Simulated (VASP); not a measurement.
# C (P6_3/mmc) in VASP: a series of runs, part 2 of 2

VASP 6.6.1.

### 5 Single point, PBE (strain +0.025 along x and y, +0.050 along z)

The COD entry that gives the cell may itself be a prediction, so a difference from it is no test against experiment.

Input file INCAR:

```
  PREC = Accurate
  ENCUT = 520
  EDIFF = 1E-6
  ISMEAR = 0
  SIGMA = 0.05
  LREAL = F
  LASPH = T
  NELM = 100
  ALGO = Normal
  ISIF = 2
  LWAVE = F
  LCHARG = F
  GGA = PE
  NBANDS = 26
```

Input file KPOINTS:

```
regular mesh
0
Gamma
  12 12 4
```

Input file POSCAR:

```
C
1.0
    2.5809689538      0.0000000000      0.0000000000
   -1.2904844769      2.2351846804      0.0000000000
    0.0000000000      0.0000000000      8.7198175910
C
8
Direct
    0.0000000000      0.0000000000      0.0929681641
    0.0000000000      0.0000000000      0.5929681641
    0.0000000000      0.0000000000      0.4070318359
    0.0000000000      0.0000000000      0.9070318359
    0.3333333333      0.6666666667      0.1555285626
    0.6666666667      0.3333333333      0.6555285626
    0.3333333333      0.6666666667      0.3444714374
    0.6666666667      0.3333333333      0.8444714374
```

On the command line:

```console
> cat potpaw_PBE.64/C/POTCAR > POTCAR
> mpirun -np 1 vasp_std > vasp.out
```

It took 40 s on 1 thread of Intel Xeon 6975P-C (Granite Rapids), shared host; peak memory 0.18 GiB.

The run converged. Its results:

```yaml
Free_energy: -72.0706 eV
Pressure: -34.8 GPa
Largest_force: 0.164 eV/Å
Band_gap_on_the_k_mesh: 4.46 eV, indirect (least direct gap 4.65 eV)
```

Forces in eV/Å, atoms in the order of the input:
```
C    0.000  0.000  0.147
C    0.000  0.000  0.147
C    0.000  0.000 -0.147
C    0.000  0.000 -0.147
C    0.000  0.000 -0.164
C    0.000  0.000 -0.164
C    0.000  0.000  0.164
C    0.000  0.000  0.164
```

Stress tensor (GPa, compression positive):
```
-27.33   0.00   0.00
  0.00 -27.33   0.00
  0.00   0.00 -49.82
```

Levels at points of the mesh, in eV from the valence-band top:
```csv
k point,band 12,band 13,band 14,band 15,band 16,band 17,band 18,band 19,band 20,band 21
"(0.00, 0.00, 0.00)",-1.42,-1.42,-0.19,0.00,0.00,4.65,5.32,5.32,6.91,6.91
"(0.50, 0.00, 0.00)",-4.47,-4.38,-4.37,-3.33,-2.77,4.67,4.93,5.67,5.86,5.94
"(0.00, 0.00, 0.50)",-2.18,-0.52,-0.52,-0.52,-0.52,5.95,5.95,5.95,5.95,6.12
"(0.50, 0.00, 0.50)",-5.29,-4.29,-4.29,-3.33,-3.33,4.96,4.96,6.35,6.35,7.15
```

Caveat: the cell differs from its parent crystal (strain +0.025 along x and y, +0.050 along z). A k mesh can miss the band edges.

### 6 Single point, PBE (strain +0.050 along x and y, +0.025 along z)

Input file INCAR:

```
  ALGO = Normal
  EDIFF = 1E-6
  ENCUT = 520
  GGA = PE
  ISIF = 2
  ISMEAR = 0
  LASPH = T
  LCHARG = T
  LELF = T
  LREAL = F
  LVHAR = T
  LWAVE = F
  NBANDS = 26
  NELM = 80
  PREC = Accurate
  SIGMA = 0.05
```

Input file KPOINTS:

```
k-points
0
Gamma
  12 12 4
```

Edit POSCAR of step 5 so:

```diff
@@ -2,5 +2,5 @@
 1.0
-    2.5809689538      0.0000000000      0.0000000000
-   -1.2904844769      2.2351846804      0.0000000000
-    0.0000000000      0.0000000000      8.7198175910
+    2.6439194161      0.0000000000      0.0000000000
+   -1.3219597080      2.2897013799      0.0000000000
+    0.0000000000      0.0000000000      8.5122028864
 C
```

Potentials or basis: VASP PAW PBE potentials, release 64 (C).

On the command line:

```console
> cat potpaw_PBE.64/C/POTCAR > POTCAR
> mpirun -np 1 vasp_std > vasp.out
```

OUTCAR:

```text
EDIFF = 1E-6
   ENCUT = 520
   GGA = PE
   ISIF = 2
   ISMEAR = 0
   LASPH = T
   LREAL = F
   NELM = 80
   PREC = Accurate

 ion  position               nearest neighbor table
   1  0.000  0.000  0.093-   4 1.58   5 1.62   5 1.62   5 1.62
   2  0.000  0.000  0.593-   3 1.58   6 1.62   6 1.62   6 1.62
   3  0.000  0.000  0.407-   2 1.58   7 1.62   7 1.62   7 1.62
   4  0.000  0.000  0.907-   1 1.58   8 1.62   8 1.62   8 1.62
   5  0.333  0.667  0.156-   7 1.61   1 1.62   1 1.62   1 1.62
   6  0.667  0.333  0.656-   8 1.61   2 1.62   2 1.62   2 1.62
   7  0.333  0.667  0.344-   5 1.61   3 1.62   3 1.62   3 1.62
   8  0.667  0.333  0.844-   6 1.61   4 1.62   4 1.62   4 1.62

  LATTYP: Found a hexagonal cell.
 ALAT       =     2.6439194161
 C/A-ratio  =     3.2195394589

  Lattice vectors:

 A1 = (   2.6439194161,   0.0000000000,   0.0000000000)
 A2 = (  -1.3219597080,   2.2897013799,   0.0000000000)
 A3 = (   0.0000000000,   0.0000000000,   8.5122028864)

Analysis of symmetry for initial positions (statically):
=====================================================================
 Subroutine PRICEL returns:
 Original cell was already a primitive cell.

 Routine SETGRP: Setting up the symmetry group for a
 hexagonal supercell.

 Subroutine GETGRP returns: Found 24 space group operations
 (whereof 12 operations were pure point group operations)
 out of a pool of 24 trial point group operations.

The static configuration has the point symmetry D_3d.
 The point group associated with its full space group is D_6h.

Analysis of symmetry for dynamics (positions and initial velocities):
=====================================================================
 Subroutine PRICEL returns:
 Original cell was already a primitive cell.

 Routine SETGRP: Setting up the symmetry group for a
 hexagonal supercell.

 Subroutine GETGRP returns: Found 24 space group operations
 (whereof 12 operations were pure point group operations)
 out of a pool of 24 trial point group operations.

The dynamic configuration has the point symmetry D_3d.
 The point group associated with its full space group is D_6h.

 Subroutine INISYM returns: Found 24 space group operations
 (whereof 12 operations are pure point group operations),
 and found     1 'primitive' translations

----------------------------------------------------------------------------------------

                                     Primitive cell

  volume of cell :      51.5311

  direct lattice vectors                    reciprocal lattice vectors
     2.643919416  0.000000000  0.000000000     0.378226354  0.218369087  0.000000000
    -1.321959708  2.289701380  0.000000000     0.000000000  0.436738174  0.000000000
     0.000000000  0.000000000  8.512202886     0.000000000  0.000000000  0.117478403

  length of vectors
     2.643919416  2.643919416  8.512202886     0.436738174  0.436738174  0.117478403

  position of ions in fractional coordinates (direct lattice)
     0.000000000  0.000000000  0.092968164
     0.000000000  0.000000000  0.592968164
     0.000000000  0.000000000  0.407031836
     0.000000000  0.000000000  0.907031836
     0.333333333  0.666666667  0.155528563
     0.666666667  0.333333333  0.655528563
[... 39 lines left out ...]

 Following reciprocal coordinates:
            Coordinates               Weight
  0.000000  0.000000  0.000000      1.000000
  0.083333 -0.000000  0.000000      6.000000
  0.166667  0.000000  0.000000      6.000000
  0.250000 -0.000000  0.000000      6.000000
  0.333333 -0.000000  0.000000      6.000000
  0.416667 -0.000000  0.000000      6.000000
[... 16 lines left out ...]
  0.250000 -0.000000  0.250000     12.000000
  0.333333 -0.000000  0.250000     12.000000
 [... further k-points ...]
   k-points           NKPTS =     57   k-points in BZ     NKDIM =     57   number of bands    NBANDS=     26
   number of dos      NEDOS =    301   number of ions     NIONS =      8
   total plane-waves  NPLWV =  25600
   dimension x,y,z NGX =    20 NGY =   20 NGZ =   64
   dimension x,y,z NGXF=    40 NGYF=   40 NGZF=  128
   ions per type =               8
   NGX,Y,Z   is equivalent  to a cutoff of  12.58, 12.58, 12.50 a.u.
   NGXF,Y,Z  is equivalent  to a cutoff of  25.15, 25.15, 25.00 a.u.
 SYSTEM =  unknown system
   PREC   = accura    normal or accurate (medium, high low for compatibility)
   ISTART =      0    job   : 0-new  1-cont  2-samecut
   ICHARG =      2    charge: 1-file 2-atom 10-const
   ISPIN  =      1    spin polarized calculation?
   LNONCOLLINEAR =      F non collinear calculations
   LSORBIT =      F    spin-orbit coupling
   LASPH  =      T    aspherical Exc in radial PAW
   ENCUT  =  520.0 eV  38.22 Ry    6.18 a.u.   4.92  4.92 15.83*2*pi/ulx,y,z
   NELM   =     80;   NELMIN=  2; NELMDL= -5     # of ELM steps
   EDIFF  = 0.1E-05   stopping-criterion for ELM
   LREAL  =      F    real-space projection
   EDIFFG = 0.1E-04   stopping-criterion for IOM
   NSW    =      0    number of steps for IOM
   IBRION =     -1    ionic relax: 0-MD 1-quasi-New 2-CG
   NFREE  =      0    steps in history (QN), initial steepest desc. (CG)
   ISIF   =      2    stress and relaxation
   ISYM   =      2    0-nonsym 1-usesym 2-fastsym
   POTIM  = 0.5000    time-step for ionic-motion
   TEBEG  =    0.0;   TEEND  =   0.0 temperature during run
   PSTRESS=    0.0 pullay stress
   NELECT =      32.0000    total number of electrons
   NUPDOWN=      -1.0000    fix difference up-down
   EMIN   =  10.00;   EMAX   =-10.00  energy-range for DOS
   EFERMI =   0.00;   METHOD = LEGACY
   ISMEAR =     0;   SIGMA  =   0.05  broadening in eV -4-tet -1-fermi 0-gaus
   EFERMI_NEDOS =   21; number of points for ismear=-14 and -15
   IALGO  =     38    algorithm
   IMIX   =      4    mixing-type and parameters
     AMIX     =   0.40;   BMIX     =  1.00
     AMIX_MAG =   1.60;   BMIX_MAG =  1.00
  volume/ion in A,a.u.               =       6.44        43.47
  Fermi-wavevector in a.u.,A,eV,Ry     =   1.396696  2.639372 26.541688  1.950759
  Thomas-Fermi vector in A             =   2.520025
   LORBIT       =      0    0 simple, 1 ext, 2 COOP (PROOUT), +10 PAW based schemes
   GGA     = PE    functional components
   LHFCALC =     F    Hartree Fock is set to
   AEXX    =    0.0000 exact exchange contribution
   IVDW    =     0    specifies the selected vdW correction
   LEPSILON=     F    determine dielectric tensor
   LRPA    =     F    only Hartree local field effects (RPA)
 non-spin polarized calculation
 Gauss-broadening in eV      SIGMA  =   0.05
  energy-cutoff  :      520.00
  volume of cell :       51.53
 maximum number of plane-waves:      1419
 NGX is ok and might be reduce to    20
   NGX =  9   NGY =  9   NGZ = 31

 number of electron      32.0000002 magnetization

 Free energy of the ion-electron system (eV)
  ---------------------------------------------------
  ext. energy  EPLUGINS =         0.00000000
  ---------------------------------------------------
  free energy    TOTEN  =       -71.78024645 eV

  energy without entropy =      -71.78024645  energy(sigma->0) =      -71.78024645

 E-fermi :   8.3113     XC(G=0): -12.6177

 val. band max:        8.1019848909   @ k =   0.0000   0.0000   0.0000
 cond. band min:      12.0850880611   @ k =   0.4167  -0.0000   0.0000
 fundamental gap:      3.9831031702
 Fermi energy:         8.3112621918

 k-point     1 :       0.0000    0.0000    0.0000
  band No.  band energies     occupation
      1     -11.8826      2.00000
      2     -10.3253      2.00000
      3     -10.2303      2.00000
      4      -6.5736      2.00000
      5      -4.1146      2.00000
      6       2.0449      2.00000
[... 685 lines left out ...]
     25      17.5688      0.00000
     26      19.2455      0.00000

 [... further k-points ...]
[... 5 lines left out ...]
  --------------------------------------------------------------------------------------
  -------------------------------------------------------------------------------------
  Total      -15.6610088    -15.6610088     -8.7869234     -0.0000000      0.0000000     -0.0000000
  in kB     -486.9241213   -486.9241213   -273.1985556     -0.0000000      0.0000000     -0.0000000
  external PRESSURE =    -415.6822661 kB  Pullay stress =       0.0000000 kB

 VOLUME and BASIS-vectors are now :
 -----------------------------------------------------------------------------
  energy-cutoff  :      520.00
  volume of cell :       51.53
      direct lattice vectors                 reciprocal lattice vectors
     2.643919416  0.000000000  0.000000000     0.378226354  0.218369087  0.000000000
    -1.321959708  2.289701380  0.000000000     0.000000000  0.436738174  0.000000000
     0.000000000  0.000000000  8.512202886     0.000000000  0.000000000  0.117478403

 POSITION                                       TOTAL-FORCE (eV/Angst)
 -----------------------------------------------------------------------------------
      0.00000      0.00000      0.79136        -0.000000      0.000000     -0.057114
      0.00000      0.00000      5.04747         0.000000     -0.000000     -0.057114
      0.00000      0.00000      3.46474         0.000000      0.000000      0.057114
      0.00000      0.00000      7.72084        -0.000000     -0.000000      0.057114
     -0.00000      1.52647      1.32389         0.000000      0.000000     -0.028242
      1.32196      0.76323      5.57999        -0.000000      0.000000     -0.028242
     -0.00000      1.52647      2.93221         0.000000     -0.000000      0.028242
      1.32196      0.76323      7.18831        -0.000000     -0.000000      0.028242
 -----------------------------------------------------------------------------------
    total drift:                                0.000000     -0.000000      0.000000

  FREE ENERGIE OF THE ION-ELECTRON SYSTEM (eV)
  ---------------------------------------------------
  free  energy   TOTEN  =       -71.7802464454 eV

  energy  without entropy=      -71.7802464454  energy(sigma->0) =      -71.78024645
```

Run time: 40 s. Hardware: 1 thread of Intel Xeon 6975P-C (Granite Rapids), shared host; peak memory 0.18 GiB.

What came out:

| Item | Value |
| --- | --- |
| Free energy | -71.7802 eV |
| Pressure | -41.6 GPa |
| Largest force | 0.057 eV/Å |
| Band gap on the k mesh | 3.98 eV, indirect (least direct gap 4.76 eV) |

Forces on the atoms (eV/Å):
```
C    0.000  0.000 -0.057
C    0.000  0.000 -0.057
C    0.000  0.000  0.057
C    0.000  0.000  0.057
C    0.000  0.000 -0.028
C    0.000  0.000 -0.028
C    0.000  0.000  0.028
C    0.000  0.000  0.028
```

Stress tensor (GPa, compression positive):
```
-48.69   0.00   0.00
  0.00 -48.69   0.00
  0.00   0.00 -27.32
```

Levels at points of the mesh, in eV from the valence-band top:
```
           k point  band 14  band 15  band 16  band 17  band 18  band 19
(0.00, 0.00, 0.00)    -0.23     0.00     0.00     4.76     4.76     5.61
(0.50, 0.00, 0.00)    -4.09    -3.22    -2.54     4.00     5.09     5.49
(0.00, 0.00, 0.50)    -0.63    -0.63    -0.63     5.50     5.50     5.50
(0.50, 0.00, 0.50)    -4.22    -3.21    -3.21     4.34     4.34     6.77
```

Caveat: the cell differs from its parent crystal (strain +0.050 along x and y, +0.025 along z). A k mesh can miss the band edges.

### 7 Overview

| cell | gap on the mesh (eV) | pressure (GPa) | largest force (eV/Å) |
| --- | --- | --- | --- |
| a = 2.644, b = 2.644, c = 8.097 Å, angles 90.0, 90.0, 120.0°, 8 atoms | 3.41 | -23.9 | 0.28 |
| a = 2.581, b = 2.581, c = 8.512 Å, angles 90.0, 90.0, 120.0°, 8 atoms | 4.35 | -27.6 | 0.05 |
| a = 2.644, b = 2.644, c = 8.305 Å, angles 90.0, 90.0, 120.0°, 8 atoms | 3.72 | -33.6 | 0.08 |
| a = 2.581, b = 2.581, c = 8.720 Å, angles 90.0, 90.0, 120.0°, 8 atoms | 4.46 | -34.8 | 0.16 |
| a = 2.644, b = 2.644, c = 8.512 Å, angles 90.0, 90.0, 120.0°, 8 atoms | 3.98 | -41.6 | 0.06 |

Alike in all rows: task single point; level PBE; potentials or basis VASP PAW PBE potentials, release 64 (C); no spin polarisation; k mesh 12 × 12 × 4; cutoff (eV) 520; smearing gaussian 0.05 eV.

Absolute energies hang on the potentials; compare differences alone.
